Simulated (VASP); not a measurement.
Set up this calculation in VASP 6.6.1, as the native input.

```yaml
Task: single point
Functional: r2SCAN
Potentials_or_basis: VASP PAW PBE potentials, release 64 (In_d, P)
Cutoff: 520 eV
k_mesh: 8 × 8 × 8
Occupations: gaussian, width 0.01 eV
Spin: no spin polarisation
Dipole_correction: no
Further_INCAR_settings: ALGO = Normal; EDIFF = 1e-06; NBANDS = 16
```

Crystal: InP.

```xyz
2
Lattice="0.0000 2.9538 2.9538 2.9538 0.0000 2.9538 2.9538 2.9538 0.0000" Properties=species:S:1:pos:R:3 pbc="T T T"
In    0.0000    0.0000    0.0000
P     1.4769    1.4769    1.4769
```

These files were run (other wordings do the same):

POSCAR

```
InP
1.0
    0.0000000000      2.9537876506      2.9537876506
    2.9537876506      0.0000000000      2.9537876506
    2.9537876506      2.9537876506      0.0000000000
In P
1 1
Direct
    0.0000000000      0.0000000000      0.0000000000
    0.2500000000      0.2500000000      0.2500000000
```

INCAR.step1

```
PREC = Accurate
ENCUT = 520
ISMEAR = 0
SIGMA = 0.01
LREAL = False
LASPH = True
NELM = 80
NBANDS = 16
GGA = PE
ALGO = Normal
EDIFF = 1E-4
LWAVE = True
LCHARG = False
```

INCAR.step2

```
PREC = Accurate
ENCUT = 520
EDIFF = 1E-6
ISMEAR = 0
SIGMA = 0.01
LREAL = False
LASPH = True
NELM = 80
ALGO = Normal
ISIF = 2
LWAVE = False
LCHARG = True
METAGGA = R2SCAN
LMIXTAU = True
LELF = True
LVHAR = True
NBANDS = 16
ISTART = 1
```

KPOINTS

```
regular mesh
0
Gamma
  8 8 8
```

Potentials or basis: VASP PAW PBE potentials, release 64 (In_d, P).

Launch:

```bash
$ cat potpaw_PBE.64/In_d/POTCAR potpaw_PBE.64/P/POTCAR > POTCAR
$ cp INCAR.step1 INCAR
$ mpirun -np 1 vasp_std > vasp.out
$ cp INCAR.step2 INCAR
$ mpirun -np 1 vasp_std > vasp.out
```

Results of the run:

```json
{"Pressure": "-0.1 GPa", "Band gap on the k mesh": "1.03 eV, direct"}
```

Caveat: the PAW data sets were made with another functional, which shifts forces and pressure a little; spin-orbit coupling is left out, which moves the levels of the heavy elements.

Run time: 53 s on 1 thread of Intel(R) Xeon(R) Platinum 8488C (Sapphire Rapids), with other jobs on the host, peak memory 0.19 GiB.
